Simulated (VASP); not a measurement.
SiC: single point with PBEsol

Crystal: SiC.

```
Si C
1.0
     0.00000    2.17839    2.17839
     2.17839    0.00000    2.17839
     2.17839    2.17839    0.00000
Si C
1 1
Direct
  0.99764 0.00942 0.00236
  0.75551 0.72797 0.74449
```

This cell differs from its parent crystal: mode 4 frozen in at -0.060 Å and mode 5 at -0.036 Å (largest displacements).

```yaml
Program: VASP 6.6.1
Task: single point
Functional: PBEsol
Potentials_or_basis: VASP PAW PBE potentials, release 64 (Si, C)
Cutoff: 520 eV
k_mesh: 10 × 10 × 10
Occupations: gaussian, width 0.05 eV
Spin: no spin polarisation
```

```json
{"Pressure": "1.5 GPa", "Largest force": "1.949 eV/Å", "Band gap on the k mesh": "0.76 eV, indirect (least direct gap 4.22 eV)"}
```

Forces in eV/Å, atoms in the order of the input:
```
Si  -1.642  0.307 -1.004
C    1.642 -0.307  1.004
```

Stress tensor (GPa, compression positive):
```
 0.78 -3.54  1.32
-3.54  2.18 -5.82
 1.32 -5.82  1.66
```

Levels at points of the mesh, in eV from the valence-band top:
| k point | band 1 | band 2 | band 3 | band 4 | band 5 | band 6 | band 7 | band 8 |
| --- | --- | --- | --- | --- | --- | --- | --- | --- |
| (0.00, 0.00, 0.00) | -15.88 | -0.93 | -0.43 | 0.00 | 5.71 | 6.66 | 6.78 | 7.04 |
| (0.50, 0.00, 0.00) | -12.31 | -8.98 | -1.90 | -1.15 | 4.88 | 6.25 | 7.11 | 9.46 |
| (0.00, 0.50, 0.00) | -12.16 | -9.32 | -1.59 | -1.15 | 4.90 | 6.56 | 7.11 | 9.43 |
| (0.00, 0.00, 0.50) | -12.25 | -9.11 | -1.82 | -1.10 | 4.88 | 6.30 | 7.18 | 9.46 |
| (0.50, 0.50, 0.50) | -12.39 | -8.78 | -1.88 | -1.39 | 4.94 | 6.30 | 6.85 | 9.47 |
| (0.50, 0.50, 0.00) | -10.82 | -8.29 | -3.76 | -3.51 | 0.77 | 3.72 | 13.50 | 13.57 |
| (0.00, 0.50, 0.50) | -10.83 | -8.26 | -3.87 | -3.45 | 0.77 | 3.76 | 13.50 | 13.54 |
| (0.50, 0.00, 0.50) | -10.82 | -8.30 | -3.65 | -3.60 | 0.76 | 3.70 | 13.52 | 13.56 |

It took 27 s on 1 thread of Intel(R) Xeon(R) 6975P-C (Granite Rapids) (shared host), peak memory 0.22 GiB.

Caveat: the cell differs from its parent crystal (mode 4 frozen in at -0.060 Å and mode 5 at -0.036 Å (largest displacements)); the PAW data sets were made with another functional, which shifts forces and pressure a little. A k mesh can miss the band edges.
